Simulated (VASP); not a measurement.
The system is CdSe.

```xyz
4
Lattice="4.3000 0.0000 0.0000 -2.1500 3.7239 0.0000 0.0000 0.0000 7.0200" Properties=species:S:1:pos:R:3 pbc="T T T"
Cd    0.0000    2.4826    0.0000
Cd    2.1500    1.2413    3.5100
Se    0.0000    2.4826    2.7027
Se    2.1500    1.2413    6.2127
```

* Program: VASP 6.6.1
* Task: relaxation of cell and atoms
* Functional: LDA
* Potentials or basis: VASP PAW LDA potentials, release 64 (Cd, Se)
* Cutoff: 600 eV
* k mesh: 6 × 6 × 4
* Occupations: gaussian, width 0.01 eV
* Spin: no spin polarisation

At the start: pressure -1.4 GPa; volume 28.10 Å³/atom.

Question: Where does the relaxation end?

Answer: Over 9 steps the energy falls by 8.4 meV/atom and the volume is 27.32 Å³/atom (-2.8 %); space group P6_3mc (No. 186, to 0.1 Å) before and after.

Step by step:
```tsv
step	energy change (eV)	largest force (eV/Å)	pressure (GPa)	volume (Å³)
1	0.0000	0.2665	-1.42	112.41
2	-0.0284	0.0851	0.48	108.41
3	-0.0288	0.1087	0.26	108.81
4	-0.0307	0.0361	0.00	109.29
5	-0.0308	0.0252	-0.04	109.36
6	-0.0319	0.0229	-0.07	109.43
7	-0.0333	0.0140	-0.18	109.64
8	-0.0333	0.0062	0.20	108.90
9	-0.0336	0.0045	0.00	109.29
```

Final structure:
```xyz
4
Lattice="4.2587 0.0000 0.0000 -2.1293 3.6881 0.0000 0.0000 0.0000 6.9582" Properties=species:S:1:pos:R:3 pbc="T T T"
Cd    0.0000    2.4588    0.0332
Cd    2.1293    1.2294    3.5123
Se    0.0000    2.4588    2.6457
Se    2.1293    1.2294    6.1248
```
